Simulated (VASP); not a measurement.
Write the native input for VASP 6.6.1 that does the following.

```
Task                   : single point
Functional             : PBEsol
Potentials or basis    : VASP PAW PBE potentials, release 64 (S, Mg)
Cutoff                 : 520 eV
k mesh                 : 8 × 8 × 4
Occupations            : fermi-dirac, width 0.05 eV
Spin                   : no spin polarisation
Dipole correction      : no
Further INCAR settings : ALGO = Normal; EDIFF = 1e-06; NBANDS = 16
```

The structure of MgS lies in POSCAR:

```
MgS
1.0
    4.1137527396      0.0000000000      0.0000000000
   -2.0568763698      3.5626143774      0.0000000000
    0.0000000000      0.0000000000      6.5584496235
S Mg
2 2
Direct
    0.6666666667      0.3333333333      0.8792441500
    0.3333333333      0.6666666667      0.3792441500
    0.3333333333      0.6666666667      0.9957548500
    0.6666666667      0.3333333333      0.4957548500
```

These files were run (other wordings do the same):

INCAR

```
SYSTEM = MgS
PREC = Accurate ; ENCUT = 520
EDIFF = 1E-6 ; ISMEAR = -1
SIGMA = 0.05 ; LREAL = .FALSE.
LASPH = .TRUE. ; NELM = 100
ALGO = Normal ; ISIF = 2
LWAVE = .FALSE. ; LCHARG = .TRUE.
GGA = PS ; LELF = .TRUE.
LVHAR = .TRUE. ; NBANDS = 16
```

KPOINTS

```
regular mesh
0
G
  8 8 4
  0 0 0
```

Potentials or basis: VASP PAW PBE potentials, release 64 (S, Mg).

Run with:

```bash
$ cat potpaw_PBE.64/S/POTCAR potpaw_PBE.64/Mg/POTCAR > POTCAR
$ mpirun -np 1 vasp_std > vasp.out
```

Results of the run:

- Pressure: -3.3 GPa
- Largest force: 0.051 eV/Å
- Band gap on the k mesh: 3.00 eV

Caveat: the cell stands under tension; the PAW data sets were made with another functional, which shifts forces and pressure a little.

Wall time 92 s on 1 thread of AMD EPYC 7R13, with other jobs on the host, peak memory 0.2 GiB.
